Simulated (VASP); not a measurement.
Wanted: the native input for a VASP 6.6.1 run.

```
Task                   : single point
Functional             : PBE
Potentials or basis    : VASP PAW PBE potentials, release 64 (Na_pv, P)
Cutoff                 : 520 eV
k mesh                 : 6 × 6 × 6
Occupations            : gaussian, width 0.1 eV
Spin                   : no spin polarisation
Dipole correction      : no
Further INCAR settings : ALGO = Normal; EDIFF = 1e-06; NBANDS = 16
```

The structure of Na2P lies in POSCAR:

```
Na2P
1.0
   -1.7742394700      1.7742394700      6.4168328800
    1.7742394700     -1.7742394700      6.4168328800
    1.7742394700      1.7742394700     -6.4168328800
Na P
2 1
Direct
    0.3700000000      0.3700000000      0.0000000000
    0.6300000000      0.6300000000      0.0000000000
    0.0000000000      0.0000000000      0.0000000000
```

The cell was built from a structure type or drawn by symmetry, and may not be a known phase.

One way to write it, as run:

INCAR

```
  PREC = Accurate
  ENCUT = 520
  EDIFF = 1E-6
  ISMEAR = 0
  SIGMA = 0.1
  LREAL = False
  LASPH = True
  NELM = 60
  ALGO = Normal
  ISIF = 2
  LWAVE = False
  LCHARG = False
  GGA = PE
  NBANDS = 16
```

KPOINTS

```
Automatic mesh
0
Gamma
  6 6 6
```

Potentials or basis: VASP PAW PBE potentials, release 64 (Na_pv, P).

Command:

```sh
$ cat potpaw_PBE.64/Na_pv/POTCAR potpaw_PBE.64/P/POTCAR > POTCAR
$ mpirun -np 1 vasp_std > vasp.out
```

It gave:

```
Pressure               : -1.5 GPa
Largest force          : 0.378 eV/Å
Band gap on the k mesh : zero (an odd number of electrons rules out a gap without spin polarisation)
```

Wall time 79 s on 1 thread of Intel(R) Xeon(R) 6975P-C (Granite Rapids), on a shared host, peak memory 0.37 GiB.
